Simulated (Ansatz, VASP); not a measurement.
Te: VASP beside Ansatz

Contents of INCAR:

```
ALGO     = Normal         # electronic algorithm
EDIFF    = 1E-7           # SCF threshold, eV
ENCUT    = 520            # plane-wave cutoff, eV
ISIF     = 2              # what is computed and relaxed
ISMEAR   = -1             # smearing method
LASPH    = T              # aspherical terms in the spheres
LCHARG   = T              # write CHGCAR
LELF     = T              # ELF
LREAL    = F              # projectors in reciprocal space
LVHAR    = T            
LWAVE    = F              # write WAVECAR
NBANDS   = 9              # bands
NELM     = 100            # most SCF steps
PREC     = Accurate       # precision mode
SIGMA    = 0.1            # smearing width, eV
```

File KPOINTS:

```
k-points
0
Gamma
  15 15 15
```

Contents of POSCAR:

```
Te
1.0
   -1.7178426811      1.7178426811      1.7178426811
    1.7178426811     -1.7178426811      1.7178426811
    1.7178426811      1.7178426811     -1.7178426811
Te
1
Direct
    0.0000000000      0.0000000000      0.0000000000
```

Input for Ansatz:

```yaml
crystal:
  lattice:
    - [-1.7178426811, 1.7178426811, 1.7178426811]
    - [1.7178426811, -1.7178426811, 1.7178426811]
    - [1.7178426811, 1.7178426811, -1.7178426811]
  atoms:
    - { symbol: Te, position: [0.0, 0.0, 0.0] }
kpoints:
  mp_grid: { grid: [15, 15, 15] }
scf:
  occupations: { method: fermi_dirac, width: 0.1 }
hamiltonian:
  xc: lda
  pseudopotentials: { kind: paw, level: accurate }
output:
  forces: true
  stress: true
  eigenvalues: true
```

Alike in both runs: task single point; functional LDA; k mesh 15 × 15 × 15; occupations fermi-dirac, width 0.1 eV; no spin polarisation.

```csv
,VASP,Ansatz
version,VASP 6.6.1,Ansatz 0.2.0
potentials or method,"VASP PAW LDA potentials, release 64 (Te)","PAW with other files of Ansatz's library (level accurate), scalar-relativistic"
plane-wave cutoff (eV),520,430
valence electrons in the cell,6,16
```

VASP gave:

```
pressure (GPa) : 35.2
```

**Question.** Estimate Ansatz's values.

**Answer.** Pressure (GPa): 34.8.

LDA's correlation is that of Perdew and Zunger in VASP and of Perdew and Wang (1992) in Ansatz. Both programs put the cell under a high pressure, so it lies far from rest at this level. VASP's potentials hold 6 valence electrons a cell and Ansatz's 16, so a difference there can come from the potentials and not from the codes.

Neither program's run includes spin-orbit coupling.
